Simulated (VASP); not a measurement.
# CdSe in VASP: a series of runs

The runs below take CdSe through single point, with LDA.

Program: VASP 6.6.1. These are calculated values, not measurements. Logs are shortened: lines on timing, memory, paths and dates and some standing lists are left out, and cuts for length are marked.

### 1 The cell of the first run

Symmetry: P6_3mc, No. 186, hexagonal system. Conventional cell: a = 4.248 Å, b = 4.248 Å, c = 6.941 Å, α = 90.00°, β = 90.00°, γ = 120.00°. Within 3.2 Å of Cd (site symmetry 3m) lie 3 Se at 2.45 Å. Se (site symmetry 3m) has 3 Cd at 2.45 Å within 3.2 Å.

### 2 Single point, LDA (atoms displaced along a vibrational mode)

The input, INCAR:

```
PREC = Accurate
ENCUT = 520
EDIFF = 1E-6
ISMEAR = 0
SIGMA = 0.01
LREAL = False
LASPH = True
NELM = 60
ALGO = Normal
ISIF = 2
LWAVE = False
LCHARG = False
NBANDS = 26
```

The input, KPOINTS:

```
Automatic mesh
0
Gamma
  9 9 6
```

The input, POSCAR:

```
CdSe
1.0
    4.2476032892      0.0000000000      0.0000000000
   -2.1238016446      3.6785323537      0.0000000000
    0.0000000000      0.0000000000      6.9414074388
Cd Se
2 2
Direct
    0.3333333333      0.6666666667     -0.0557661640
    0.6666666667      0.3333333333      0.4442338360
    0.3333333333      0.6666666667      0.4317661640
    0.6666666667      0.3333333333      0.9317661640
```

Potentials or basis: VASP PAW LDA potentials, release 64 (Cd, Se).

On the command line:

```console
> cat potpaw_LDA.64/Cd/POTCAR potpaw_LDA.64/Se/POTCAR > POTCAR
> mpirun -np 1 vasp_std > vasp.out
```

OUTCAR:

```text
PREC = Accurate
   ENCUT = 520
   EDIFF = 1E-6
   ISMEAR = 0
   LREAL = False
   LASPH = True
   NELM = 60
   ISIF = 2

 ion  position               nearest neighbor table
   1  0.333  0.667  0.944-   4 2.45   4 2.45   4 2.45
   2  0.667  0.333  0.444-   3 2.45   3 2.45   3 2.45
   3  0.333  0.667  0.432-   2 2.45   2 2.45   2 2.45
   4  0.667  0.333  0.932-   1 2.45   1 2.45   1 2.45

  LATTYP: Found a hexagonal cell.
 ALAT       =     4.2476032892
 C/A-ratio  =     1.6341939127

  Lattice vectors:

 A1 = (   4.2476032892,   0.0000000000,   0.0000000000)
 A2 = (  -2.1238016446,   3.6785323537,   0.0000000000)
 A3 = (   0.0000000000,   0.0000000000,   6.9414074388)

Analysis of symmetry for initial positions (statically):
=====================================================================
 Subroutine PRICEL returns:
 Original cell was already a primitive cell.

 Routine SETGRP: Setting up the symmetry group for a
 hexagonal supercell.

 Subroutine GETGRP returns: Found 12 space group operations
 (whereof  6 operations were pure point group operations)
 out of a pool of 24 trial point group operations.

The static configuration has the point symmetry C_3v.
 The point group associated with its full space group is C_6v.

Analysis of symmetry for dynamics (positions and initial velocities):
=====================================================================
 Subroutine PRICEL returns:
 Original cell was already a primitive cell.

 Routine SETGRP: Setting up the symmetry group for a
 hexagonal supercell.

 Subroutine GETGRP returns: Found 12 space group operations
 (whereof  6 operations were pure point group operations)
 out of a pool of 24 trial point group operations.

The dynamic configuration has the point symmetry C_3v.
 The point group associated with its full space group is C_6v.

 Subroutine INISYM returns: Found 12 space group operations
 (whereof  6 operations are pure point group operations),
 and found     1 'primitive' translations

----------------------------------------------------------------------------------------

                                     Primitive cell

  volume of cell :     108.4591

  direct lattice vectors                    reciprocal lattice vectors
     4.247603289  0.000000000  0.000000000     0.235426882  0.135923774  0.000000000
    -2.123801645  3.678532354  0.000000000     0.000000000  0.271847548  0.000000000
     0.000000000  0.000000000  6.941407439     0.000000000  0.000000000  0.144063003
[... 88 lines left out ...]
   EDIFF  = 0.1E-05   stopping-criterion for ELM
   LREAL  =      F    real-space projection
   EDIFFG = 0.1E-04   stopping-criterion for IOM
   NSW    =      0    number of steps for IOM
   IBRION =     -1    ionic relax: 0-MD 1-quasi-New 2-CG
   NFREE  =      0    steps in history (QN), initial steepest desc. (CG)
   ISIF   =      2    stress and relaxation
   ISYM   =      2    0-nonsym 1-usesym 2-fastsym
   POTIM  = 0.5000    time-step for ionic-motion
   TEBEG  =    0.0;   TEEND  =   0.0 temperature during run
   PSTRESS=    0.0 pullay stress
   NELECT =      36.0000    total number of electrons
   NUPDOWN=      -1.0000    fix difference up-down
   EMIN   =  10.00;   EMAX   =-10.00  energy-range for DOS
   EFERMI =   0.00;   METHOD = LEGACY
   ISMEAR =     0;   SIGMA  =   0.01  broadening in eV -4-tet -1-fermi 0-gaus
   EFERMI_NEDOS =   21; number of points for ismear=-14 and -15
   IALGO  =     38    algorithm
   IMIX   =      4    mixing-type and parameters
     AMIX     =   0.40;   BMIX     =  1.00
     AMIX_MAG =   1.60;   BMIX_MAG =  1.00
  volume/ion in A,a.u.               =      27.11       182.98
  Fermi-wavevector in a.u.,A,eV,Ry     =   1.133497  2.141998 17.480970  1.284815
  Thomas-Fermi vector in A             =   2.270200
   LORBIT       =      0    0 simple, 1 ext, 2 COOP (PROOUT), +10 PAW based schemes
   GGA     = CA    functional components
   LHFCALC =     F    Hartree Fock is set to
   AEXX    =    0.0000 exact exchange contribution
   IVDW    =     0    specifies the selected vdW correction
   LEPSILON=     F    determine dielectric tensor
   LRPA    =     F    only Hartree local field effects (RPA)
 non-spin polarized calculation
 Gauss-broadening in eV      SIGMA  =   0.01
  energy-cutoff  :      520.00
  volume of cell :      108.46
 maximum number of plane-waves:      2952
 NGX is ok and might be reduce to    32
   NGX = 15   NGY = 15   NGZ = 25

 number of electron      35.9999999 magnetization

 Free energy of the ion-electron system (eV)
  ---------------------------------------------------
  ext. energy  EPLUGINS =         0.00000000
  ---------------------------------------------------
  free energy    TOTEN  =       -12.58598404 eV

  energy without entropy =      -12.58598404  energy(sigma->0) =      -12.58598404

 E-fermi :   1.0501     XC(G=0):  -9.4270

 val. band max:        0.9899167923   @ k =   0.0000   0.0000   0.0000
 cond. band min:       1.8266186578   @ k =   0.0000   0.0000   0.0000
 fundamental gap:      0.8367018655
 Fermi energy:         1.0500869314

 k-point     1 :       0.0000    0.0000    0.0000
  band No.  band energies     occupation
      1     -11.9806      2.00000
      2     -11.6520      2.00000
      3      -7.4433      2.00000
      4      -7.4433      2.00000
      5      -7.4398      2.00000
      6      -7.4398      2.00000
[... 685 lines left out ...]
     25       9.3404      0.00000
     26       9.3404      0.00000

 [... further k-points ...]

------------------------ aborting loop because EDIFF is reached ----------------------------------------

  FORCE on cell =-STRESS in cart. coord.  units (eV):
  Direction    XX          YY          ZZ          XY          YZ          ZX
  --------------------------------------------------------------------------------------
  -------------------------------------------------------------------------------------
  Total        5.7790810      5.7790810     -2.0303677      0.0000000      0.0000000     -0.0000000
  in kB       85.3696095     85.3696095    -29.9929522      0.0000000      0.0000000     -0.0000000
  external PRESSURE =      46.9154223 kB  Pullay stress =       0.0000000 kB

 VOLUME and BASIS-vectors are now :
 -----------------------------------------------------------------------------
  energy-cutoff  :      520.00
  volume of cell :      108.46
      direct lattice vectors                 reciprocal lattice vectors
     4.247603289  0.000000000  0.000000000     0.235426882  0.135923774  0.000000000
    -2.123801645  3.678532354  0.000000000     0.000000000  0.271847548  0.000000000
     0.000000000  0.000000000  6.941407439     0.000000000  0.000000000  0.144063003

 POSITION                                       TOTAL-FORCE (eV/Angst)
 -----------------------------------------------------------------------------------
     -0.00000      2.45235      6.55431         0.000000      0.000000      0.223846
      2.12380      1.22618      3.08361         0.000000     -0.000000      0.223846
     -0.00000      2.45235      2.99706         0.000000     -0.000000     -0.223846
      2.12380      1.22618      6.46777        -0.000000      0.000000     -0.223846
 -----------------------------------------------------------------------------------
    total drift:                                0.000000      0.000001      0.000031

  FREE ENERGIE OF THE ION-ELECTRON SYSTEM (eV)
  ---------------------------------------------------
  free  energy   TOTEN  =       -12.5859840425 eV

  energy  without entropy=      -12.5859840425  energy(sigma->0) =      -12.58598404
```

stdout:

```text
POSCAR found type information on POSCAR CdSe
 POSCAR found :  2 types and       4 ions
 scaLAPACK will be used
 LDA part: xc-table for (Slater(with rela. corr.)+CA(PZ))
 , standard interpolation
 POSCAR, INCAR and KPOINTS ok, starting setup
 FFT: planning ... GRIDC
 FFT: planning ... GRID_SOFT
 FFT: planning ... GRID
 WAVECAR not read
 entering main loop
```

Run time: 53 s. Hardware: 1 thread of Intel Xeon 6975P-C (Granite Rapids), shared host; peak memory 0.26 GiB.

What came out:

* Free energy: -12.5860 eV
* Pressure: 4.7 GPa
* Largest force: 0.224 eV/Å
* Band gap on the k mesh: 0.84 eV

Forces in eV/Å, atoms in the order of the input:
```
Cd   0.000  0.000  0.224
Cd   0.000  0.000  0.224
Se   0.000  0.000 -0.224
Se   0.000  0.000 -0.224
```

Levels at points of the mesh, in eV from the valence-band top:
| k point | band 15 | band 16 | band 17 | band 18 | band 19 | band 20 | band 21 | band 22 |
| --- | --- | --- | --- | --- | --- | --- | --- | --- |
| (0.00, 0.00, 0.00) | -0.47 | -0.16 | 0.00 | 0.00 | 0.84 | 1.32 | 5.83 | 5.83 |
| (0.00, 0.00, 0.50) | -0.24 | -0.24 | -0.24 | -0.24 | 1.84 | 1.84 | 5.96 | 5.96 |

Caveat: the cell differs from its parent crystal (atoms displaced along a vibrational mode); the cell stands under pressure; an odd mesh through Γ misses points on the zone boundary, where band edges can lie.

### 3 Single point, LDA

The input, INCAR:

```
SYSTEM = CdSe
ALGO     = Normal         ! electronic algorithm
EDIFF    = 1E-6           ! SCF threshold, eV
ENCUT    = 520            ! plane-wave cutoff, eV
ISIF     = 2              ! what is computed and relaxed
ISMEAR   = 0              ! smearing method
LASPH    = .TRUE.         ! aspherical terms in the spheres
LCHARG   = .FALSE.        ! write CHGCAR
LREAL    = .FALSE.        ! projectors in reciprocal space
LWAVE    = .FALSE.        ! write WAVECAR
NBANDS   = 26             ! bands
NELM     = 60             ! most SCF steps
PREC     = Accurate       ! precision mode
SIGMA    = 0.01           ! smearing width, eV
```

The input, KPOINTS:

```
k-points
0
G
  9 9 6
  0 0 0
```

The input, POSCAR:

```
CdSe
1.0
    4.2476032892      0.0000000000      0.0000000000
   -2.1238016446      3.6785323537      0.0000000000
    0.0000000000      0.0000000000      6.9414074388
Cd Se
2 2
Direct
    0.3333333333      0.6666666667     -0.0620000000
    0.6666666667      0.3333333333      0.4380000000
    0.3333333333      0.6666666667      0.4380000000
    0.6666666667      0.3333333333      0.9380000000
```

Potentials or basis: VASP PAW LDA potentials, release 64 (Cd, Se).

On the command line:

```console
> cat potpaw_LDA.64/Cd/POTCAR potpaw_LDA.64/Se/POTCAR > POTCAR
> mpirun -np 1 vasp_std > vasp.out
```

OUTCAR:

```text
SYSTEM = CdSe
   EDIFF = 1E-6
   ENCUT = 520
   ISIF = 2
   ISMEAR = 0
   LASPH = .TRUE.
   LREAL = .FALSE.
   NELM = 60
   PREC = Accurate

 ion  position               nearest neighbor table
   1  0.333  0.667  0.938-   4 2.45   4 2.45   4 2.45
   2  0.667  0.333  0.438-   3 2.45   3 2.45   3 2.45
   3  0.333  0.667  0.438-   2 2.45   2 2.45   2 2.45
   4  0.667  0.333  0.938-   1 2.45   1 2.45   1 2.45

  LATTYP: Found a hexagonal cell.
 ALAT       =     4.2476032892
 C/A-ratio  =     1.6341939127

  Lattice vectors:

 A1 = (   4.2476032892,   0.0000000000,   0.0000000000)
 A2 = (  -2.1238016446,   3.6785323537,   0.0000000000)
 A3 = (   0.0000000000,   0.0000000000,   6.9414074388)

Analysis of symmetry for initial positions (statically):
=====================================================================
 Subroutine PRICEL returns:
 Original cell was already a primitive cell.

 Routine SETGRP: Setting up the symmetry group for a
 hexagonal supercell.

 Subroutine GETGRP returns: Found 24 space group operations
 (whereof  6 operations were pure point group operations)
 out of a pool of 24 trial point group operations.

The static configuration has the point symmetry C_3v.
 The point group associated with its full space group is D_6h.

Analysis of symmetry for dynamics (positions and initial velocities):
=====================================================================
 Subroutine PRICEL returns:
 Original cell was already a primitive cell.

 Routine SETGRP: Setting up the symmetry group for a
 hexagonal supercell.

 Subroutine GETGRP returns: Found 24 space group operations
 (whereof  6 operations were pure point group operations)
 out of a pool of 24 trial point group operations.

The dynamic configuration has the point symmetry C_3v.
 The point group associated with its full space group is D_6h.

 Subroutine INISYM returns: Found 24 space group operations
 (whereof  6 operations are pure point group operations),
[... 119 lines left out ...]
     AMIX     =   0.40;   BMIX     =  1.00
     AMIX_MAG =   1.60;   BMIX_MAG =  1.00
  volume/ion in A,a.u.               =      27.11       182.98
  Fermi-wavevector in a.u.,A,eV,Ry     =   1.133497  2.141998 17.480970  1.284815
  Thomas-Fermi vector in A             =   2.270200
   LORBIT       =      0    0 simple, 1 ext, 2 COOP (PROOUT), +10 PAW based schemes
   GGA     = CA    functional components
   LHFCALC =     F    Hartree Fock is set to
   AEXX    =    0.0000 exact exchange contribution
   IVDW    =     0    specifies the selected vdW correction
   LEPSILON=     F    determine dielectric tensor
   LRPA    =     F    only Hartree local field effects (RPA)
 non-spin polarized calculation
 Gauss-broadening in eV      SIGMA  =   0.01
  energy-cutoff  :      520.00
  volume of cell :      108.46
 maximum number of plane-waves:      2952
 NGX is ok and might be reduce to    32
   NGX = 15   NGY = 15   NGZ = 25

 number of electron      36.0000004 magnetization

 Free energy of the ion-electron system (eV)
  ---------------------------------------------------
  ext. energy  EPLUGINS =         0.00000000
  ---------------------------------------------------
  free energy    TOTEN  =       -12.56650020 eV

  energy without entropy =      -12.56650020  energy(sigma->0) =      -12.56650020

 E-fermi :   1.0667     XC(G=0):  -9.4267

 val. band max:        0.9881844944   @ k =   0.0000   0.0000   0.0000
 cond. band min:       1.8273808799   @ k =   0.0000   0.0000   0.0000
 fundamental gap:      0.8391963855
 Fermi energy:         1.0667431211

 k-point     1 :       0.0000    0.0000    0.0000
  band No.  band energies     occupation
      1     -11.9853      2.00000
      2     -11.6575      2.00000
      3      -7.4525      2.00000
      4      -7.4525      2.00000
      5      -7.4484      2.00000
      6      -7.4484      2.00000
[... 685 lines left out ...]
     25       9.3388      0.00000
     26       9.3388      0.00000

 [... further k-points ...]

------------------------ aborting loop because EDIFF is reached ----------------------------------------

  FORCE on cell =-STRESS in cart. coord.  units (eV):
  Direction    XX          YY          ZZ          XY          YZ          ZX
  --------------------------------------------------------------------------------------
  -------------------------------------------------------------------------------------
  Total        5.8564020      5.8564020     -2.0242791      0.0000000     -0.0000000      0.0000000
  in kB       86.5118100     86.5118100    -29.9030102      0.0000000     -0.0000000      0.0000000
  external PRESSURE =      47.7068700 kB  Pullay stress =       0.0000000 kB

 VOLUME and BASIS-vectors are now :
 -----------------------------------------------------------------------------
  energy-cutoff  :      520.00
  volume of cell :      108.46
      direct lattice vectors                 reciprocal lattice vectors
     4.247603289  0.000000000  0.000000000     0.235426882  0.135923774  0.000000000
    -2.123801645  3.678532354  0.000000000     0.000000000  0.271847548  0.000000000
     0.000000000  0.000000000  6.941407439     0.000000000  0.000000000  0.144063003

 POSITION                                       TOTAL-FORCE (eV/Angst)
 -----------------------------------------------------------------------------------
     -0.00000      2.45235      6.51104         0.000000      0.000000      0.000000
      2.12380      1.22618      3.04034        -0.000000      0.000000     -0.000000
     -0.00000      2.45235      3.04034         0.000000      0.000000     -0.000000
      2.12380      1.22618      6.51104        -0.000000     -0.000000     -0.000000
 -----------------------------------------------------------------------------------
    total drift:                               -0.000000      0.000000     -0.000073

  FREE ENERGIE OF THE ION-ELECTRON SYSTEM (eV)
  ---------------------------------------------------
  free  energy   TOTEN  =       -12.5665002036 eV

  energy  without entropy=      -12.5665002036  energy(sigma->0) =      -12.56650020
```

Wall time 47 s (1 thread of Intel Xeon 6975P-C (Granite Rapids), shared host); peak memory 0.25 GiB.

Results:

```yaml
Free_energy: -12.5665 eV
Pressure: 4.8 GPa
Band_gap_on_the_k_mesh: 0.84 eV
```

Stress tensor (GPa, compression positive):
```
 8.65  0.00  0.00
 0.00  8.65  0.00
 0.00  0.00 -2.99
```

Caveat: the cell stands under pressure; an odd mesh through Γ misses points on the zone boundary, where band edges can lie.
